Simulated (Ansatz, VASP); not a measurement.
**Two plane-wave programs on Al**

The input INCAR:

```
PREC     = Accurate       # precision mode
ENCUT    = 520            # plane-wave cutoff, eV
EDIFF    = 1E-6           # SCF threshold, eV
ISMEAR   = 0              # smearing method
SIGMA    = 0.15           # smearing width, eV
LREAL    = False          # projectors in reciprocal space
LASPH    = True           # aspherical terms in the spheres
NELM     = 60             # most SCF steps
ALGO     = Fast           # electronic algorithm
ISIF     = 2              # what is computed and relaxed
LWAVE    = False          # write WAVECAR
LCHARG   = True           # write CHGCAR
GGA      = PS             # functional
IVDW     = 12             # dispersion correction
LELF     = True           # ELF
LVHAR    = True         
NBANDS   = 10             # bands
```

The input KPOINTS:

```
Automatic mesh
0
Gamma
  18 18 10
```

File POSCAR:

```
Al
1.0
    2.8124553515      0.0000000000      0.1054670757
   -1.4062276757      2.4356577814     -0.0527335378
    0.1825068750      0.0000000000      4.8668500000
Al
2
Direct
    0.6666666667      0.3333333333      0.7500000000
    0.3333333333      0.6666666667      0.2500000000
```

Input for Ansatz:

```yaml
crystal:
  lattice:
    - [2.8124553515, 0.0, 0.1054670757]
    - [-1.4062276757, 2.4356577814, -0.0527335378]
    - [0.182506875, 0.0, 4.86685]
  atoms:
    - { symbol: Al, position: [0.6666666667, 0.3333333333, 0.75] }
    - { symbol: Al, position: [0.3333333333, 0.6666666667, 0.25] }
basis:
  ecutwfc: 420
kpoints:
  mp_grid: { grid: [18, 18, 10] }
hamiltonian:
  xc: pbesol
  dispersion: d3bj
scf:
  occupations: { method: gaussian, width: 0.15 }
output:
  forces: true
  stress: true
  eigenvalues: true
```

Change from the starting cell: strain +0.0750 x Voigt [0, 0, 0, 0, 1, 0], atoms carried along.

Alike in both runs: task single point; functional PBEsol; dispersion D3(BJ); k mesh 18 × 18 × 10; occupations gaussian, width 0.15 eV; no spin polarisation.

|  | VASP | Ansatz |
| --- | --- | --- |
| version | VASP 6.6.1 | Ansatz 0.2.0 |
| potentials or method | VASP PAW PBE potentials, release 64 (Al), cutoff 520 eV | scalar-relativistic, plane waves, PAW |
| valence electrons in the cell | 6 | 6 |

VASP gave:

| Item | Value |
| --- | --- |
| gap on the k mesh at the Fermi level (eV) | none |
| pressure (GPa) | -4.2 |
| traceless stress, the component that is largest in VASP (GPa) | -1.28 |
| rms of the force components (eV/Å) | 0.021 |

Task: What did Ansatz give for the same quantities?

Result: gap on the k mesh at the Fermi level (eV): none; pressure (GPa): -4.2; traceless stress, the component that is largest in VASP (GPa): -1.27; rms of the force components (eV/Å): 0.021.

VASP's potentials were made for PBE, not for PBEsol. Atom by atom the forces differ by 0.000 eV/Å (rms over components). A gap of «none» marks a metal or a gap that the smearing closes.
